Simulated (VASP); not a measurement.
# HgP: single point with PBEsol

The system is HgP.

```
Hg P
1.0
     3.60802    0.00000    0.00000
    -1.80401    3.12463    0.00000
     0.00000    0.00000    6.83086
Hg P
2 2
Direct
  0.00000 0.00000 0.00000
  0.00000 0.00000 0.50000
  0.33333 0.66667 0.25000
  0.66667 0.33333 0.75000
```

```yaml
Program: VASP 6.6.1
Task: single point
Functional: PBEsol
Potentials_or_basis: VASP PAW PBE potentials, release 64 (Hg_sv_GW, P)
Cutoff: 550 eV
k_mesh: 10 × 10 × 6
Occupations: gaussian, width 0.05 eV
Spin: no spin polarisation
Dipole_correction: no
Further_INCAR_settings: ALGO = Normal; EDIFF = 1e-06; NBANDS = 33
```

```
Pressure               : 3.6 GPa
Band gap on the k mesh : zero (bands 25 and 26 overlap by 3.08 eV)
```

Levels at points of the mesh, in eV from the Fermi level:
| k point | band 21 | band 22 | band 23 | band 24 | band 25 | band 26 | band 27 | band 28 | band 29 | band 30 |
| --- | --- | --- | --- | --- | --- | --- | --- | --- | --- | --- |
| (0.00, 0.00, 0.00) | -5.69 | -1.21 | 0.38 | 0.38 | 0.95 | 1.95 | 1.95 | 4.27 | 6.49 | 6.49 |
| (0.50, 0.00, 0.00) | -4.52 | -3.74 | -3.59 | -2.69 | -1.49 | 1.60 | 2.78 | 3.50 | 3.51 | 5.19 |
| (0.00, 0.00, 0.50) | -4.37 | -4.37 | 1.16 | 1.16 | 1.16 | 1.16 | 4.31 | 4.31 | 6.12 | 6.12 |
| (0.50, 0.00, 0.50) | -5.12 | -5.12 | -0.50 | -0.50 | -0.23 | -0.23 | 0.39 | 0.39 | 5.27 | 5.27 |

It took 110 s on 1 thread of AMD EPYC 7R13 Processor (Zen 3), with other jobs on the host, peak memory 0.27 GiB.

Caveat: the cell stands under pressure; the PAW data sets were made with another functional, which shifts forces and pressure a little; spin-orbit coupling is left out, which moves the levels of the heavy elements.
